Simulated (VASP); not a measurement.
# LiBr (Fm-3m) in VASP: notebook, part 3 of 3

VASP 6.6.1. The steps go on from the part before.

### Step 5. Vibrations by perturbation theory, PBEsol (19.41 Å³/atom)

This run uses another cell than the first one, of 19.41 Å³/atom.

Input file INCAR:

```
SYSTEM = LiBr
PREC = Accurate
ENCUT = 750
EDIFF = 1E-8
ISMEAR = 0
SIGMA = 0.01
LREAL = .False.
LASPH = .True.
NELM = 120
ALGO = Normal
ISIF = 2
LWAVE = .False.
LCHARG = .False.
GGA = PS
NBANDS = 12
IBRION = 8
NSW = 1
LEPSILON = .True.
GGA_COMPAT = .False.
```

Input file KPOINTS:

```
regular mesh
0
Gamma
  8 8 8
  0 0 0
```

Input file POSCAR:

```
LiBr
1.0
    0.0000000000      2.6873580160      2.6873580160
    2.6873580160      0.0000000000      2.6873580160
    2.6873580160      2.6873580160      0.0000000000
Li Br
1 1
Direct
    0.0000000000      0.0000000000      0.0000000000
    0.5000000000      0.5000000000      0.5000000000
```

Potentials or basis: VASP PAW PBE potentials, release 64 (Li_sv, Br).

Command:

```console
$ cat potpaw_PBE.64/Li_sv/POTCAR potpaw_PBE.64/Br/POTCAR > POTCAR
$ mpirun -np 1 vasp_std > vasp.out
```

OUTCAR:

```text
SYSTEM = LiBr
   PREC = Accurate
   ENCUT = 750
   EDIFF = 1E-8
   ISMEAR = 0
   LREAL = .False.
   LASPH = .True.
   NELM = 120
   ISIF = 2
   GGA = PS
   IBRION = 8
   NSW = 1
   LEPSILON = .True.

 ion  position               nearest neighbor table
   1  0.000  0.000  0.000-   2 2.69   2 2.69   2 2.69   2 2.69   2 2.69   2 2.69
   2  0.500  0.500  0.500-   1 2.69   1 2.69   1 2.69   1 2.69   1 2.69   1 2.69

  LATTYP: Found a face centered cubic cell.
 ALAT       =     5.3747160320

  Lattice vectors:

 A1 = (   0.0000000000,   2.6873580160,   2.6873580160)
 A2 = (   2.6873580160,   0.0000000000,   2.6873580160)
 A3 = (   2.6873580160,   2.6873580160,   0.0000000000)

Analysis of symmetry for initial positions (statically):
=====================================================================
 Subroutine PRICEL returns:
 Original cell was already a primitive cell.

 Routine SETGRP: Setting up the symmetry group for a
 face centered cubic supercell.

 Subroutine GETGRP returns: Found 48 space group operations
 (whereof 48 operations were pure point group operations)
 out of a pool of 48 trial point group operations.

The static configuration has the point symmetry O_h .

Analysis of symmetry for dynamics (positions and initial velocities):
=====================================================================
 Subroutine PRICEL returns:
 Original cell was already a primitive cell.

 Routine SETGRP: Setting up the symmetry group for a
 face centered cubic supercell.

 Subroutine GETGRP returns: Found 48 space group operations
 (whereof 48 operations were pure point group operations)
 out of a pool of 48 trial point group operations.

The dynamic configuration has the point symmetry O_h .

 Subroutine INISYM returns: Found 48 space group operations
 (whereof 48 operations are pure point group operations),
 and found     1 'primitive' translations

----------------------------------------------------------------------------------------

                                     Primitive cell

  volume of cell :      38.8156

  direct lattice vectors                    reciprocal lattice vectors
     0.000000000  2.687358016  2.687358016    -0.186056341  0.186056341  0.186056341
     2.687358016  0.000000000  2.687358016     0.186056341 -0.186056341  0.186056341
     2.687358016  2.687358016  0.000000000     0.186056341  0.186056341 -0.186056341

  length of vectors
     3.800498153  3.800498153  3.800498153     0.322259036  0.322259036  0.322259036

  position of ions in fractional coordinates (direct lattice)
     0.000000000  0.000000000  0.000000000
[... 552 lines left out ...]
    -0.00018  0.00000 -0.00000
     0.00000 -0.00018 -0.00000
     0.00000 -0.00000 -0.00016

--------------------------------------- Ionic step        4  -------------------------------------------

------------------------ aborting loop because EDIFF is reached ----------------------------------------

[... ionic steps 5 to 6 ...]

--------------------------------------- Ionic step        7  -------------------------------------------

 Free energy of the ion-electron system (eV)
  ---------------------------------------------------
  ---------------------------------------------------
  free energy    TOTEN  =        -0.13672148 eV

  energy without entropy =       -0.13672148

------------------------ aborting loop because EDIFF is reached ----------------------------------------

 INTERNAL STRAIN TENSOR  FOR ION    2  DIRECTION 1   (eV/Angst):
 -----------------------------------------------------------------------------
     0.00180  0.00000  0.00000
    -0.00000  0.01060  0.00000
     0.00000  0.00000  0.01060

 MACROSCOPIC STATIC DIELECTRIC TENSOR (including local field effects in DFT)
 ------------------------------------------------------
           3.614624     0.000000     0.000000
          -0.000000     3.614624     0.000000
          -0.000000    -0.000000     3.614624
 ------------------------------------------------------

 PIEZOELECTRIC TENSOR (including local field effects)  for field in x, y, z        (e  Angst)
          XX          YY          ZZ          XY          YZ          ZX
  --------------------------------------------------------------------------------
  x     0.00000     0.00000     0.00000     0.00000     0.00000     0.00000
  y     0.00000     0.00000     0.00000     0.00000     0.00000     0.00000
  z     0.00000     0.00000     0.00000     0.00000     0.00000     0.00000

 PIEZOELECTRIC TENSOR (including local field effects)  for field in x, y, z        (C/m^2)
          XX          YY          ZZ          XY          YZ          ZX
  --------------------------------------------------------------------------------
  x     0.00000     0.00000     0.00000     0.00000     0.00000     0.00000
  y     0.00000     0.00000     0.00000     0.00000     0.00000     0.00000
  z     0.00000     0.00000     0.00000     0.00000     0.00000     0.00000

 BORN EFFECTIVE CHARGES (including local field effects) (in |e|, cummulative output)
 ---------------------------------------------------------------------------------
 ion    1
    1     1.21754     0.00000     0.00000
    2    -0.00000     1.21754     0.00000
    3     0.00000     0.00000     1.21754
 ion    2
    1    -1.21754    -0.00000     0.00000
    2     0.00000    -1.21754     0.00000
    3     0.00000     0.00000    -1.21754

 INTERNAL STRAIN TENSOR FOR ION    2 for displacements in x,y,z  (eV/Angst):
          X           Y           Z          XY          YZ          ZX
  --------------------------------------------------------------------------------
  x     0.00000     0.00000     0.00000     0.00000     0.00000     0.00000
  y     0.00000     0.00000     0.00000     0.00000     0.00000     0.00000
  z     0.00000     0.00000     0.00000     0.00000     0.00000     0.00000

 SECOND DERIVATIVES (NOT SYMMETRIZED)
 ------------------------------------
               1X          1Y          1Z          2X          2Y          2Z
  1X    -0.873985    0.000000    0.000000    0.873985    0.000000    0.000000
  1Y     0.000000   -0.873985    0.000000    0.000000    0.873985    0.000000
  1Z     0.000000    0.000000   -0.873985    0.000000    0.000000    0.873985
  2X     0.869807    0.000000    0.000000   -0.869807    0.000000    0.000000
  2Y     0.000000    0.869807    0.000000    0.000000   -0.869807    0.000000
  2Z     0.000000    0.000000    0.869807    0.000000    0.000000   -0.869807

 Eigenvectors and eigenvalues of the dynamical matrix
 ----------------------------------------------------

   1 f  =    5.755998 THz    36.166000 2PiTHz  191.999414 cm-1    23.804883 meV
             X         Y         Z           dx          dy          dz
      0.000000  0.000000  0.000000     0.959010   -0.000000    0.000000
      2.687358  2.687358  2.687358    -0.283373    0.000000    0.000000
[... 21 lines left out ...]
   6 f/i=    0.003748 THz     0.023549 2PiTHz    0.125018 cm-1     0.015500 meV
             X         Y         Z           dx          dy          dz
      0.000000  0.000000  0.000000    -0.281696    0.030771    0.000877
      2.687358  2.687358  2.687358    -0.953334    0.104137    0.002970

--------------------------------------------------------------------------------------------------------

 MACROSCOPIC STATIC DIELECTRIC TENSOR IONIC CONTRIBUTION
 ------------------------------------------------------
           7.926140     0.000000     0.000000
           0.000000     7.926140    -0.000000
           0.000000    -0.000000     7.926140
 ------------------------------------------------------

 ELASTIC MODULI CONTR FROM IONIC RELAXATION (kBar)
 Direction    XX          YY          ZZ          XY          YZ          ZX
 --------------------------------------------------------------------------------
 XX           0.0000      0.0000      0.0000      0.0000      0.0000      0.0000
 YY           0.0000      0.0000      0.0000      0.0000      0.0000      0.0000
 ZZ           0.0000      0.0000      0.0000      0.0000      0.0000      0.0000
 XY           0.0000      0.0000      0.0000      0.0000      0.0000      0.0000
 YZ           0.0000      0.0000      0.0000      0.0000      0.0000      0.0000
 ZX           0.0000      0.0000      0.0000      0.0000      0.0000      0.0000
 --------------------------------------------------------------------------------

 PIEZOELECTRIC TENSOR IONIC CONTR  for field in x, y, z        (C/m^2)
          XX          YY          ZZ          XY          YZ          ZX
  --------------------------------------------------------------------------------
  x     0.00000     0.00000     0.00000     0.00000     0.00000     0.00000
  y     0.00000     0.00000     0.00000     0.00000     0.00000     0.00000
  z     0.00000     0.00000     0.00000     0.00000     0.00000     0.00000
```

stdout:

```text
POSCAR found type information on POSCAR LiBr
 POSCAR found :  2 types and       2 ions
 scaLAPACK will be used
 -----------------------------------------------------------------------------
|                                                                             |
|                                                                             |
|     You enforced a specific xc type in the INCAR file but a different       |
[... 39 lines left out ...]
 force on displaced ion       1 direction 1 :  -0.874   0.000   0.000
 Born effective charge ion    1 direction 1 :   1.217   0.000   0.000
 Linear response progress:
 first order change of Fermi-energy   0.16677E-03
 force on displaced ion       2 direction 1 :  -0.870   0.000   0.000
 Born effective charge ion    2 direction 1 :  -1.218   0.000   0.000
 Born effective charges drift removed
 Linear response finished
```

Run time: 25 min. Hardware: 1 thread of Intel Xeon 8259CL, shared host; peak memory 0.33 GiB.

What came out:

```
Electronic dielectric tensor (diagonal)                 : 3.61
Born charges (mean of the diagonal)                     : Li +1.22; Br -1.22 e
Highest phonon frequency at Γ, LO-TO splitting left out : 192 cm⁻¹
```

Phonon frequencies in cm⁻¹ (negative: imaginary):
```tsv
q point	frequencies
(0.000, 0.000, 0.000)	0 0 0 192 192 192
```

Electronic dielectric tensor:
```
3.61 0.00 0.00
0.00 3.61 0.00
0.00 0.00 3.61
```

Born effective charge tensors (e):
atom 1, Li
```
1.22 0.00 0.00
0.00 1.22 0.00
0.00 0.00 1.22
```
atom 2, Br
```
-1.22  0.00  0.00
 0.00 -1.22  0.00
 0.00  0.00 -1.22
```

Caveat: the PAW data sets were made with another functional, which shifts forces and pressure a little.
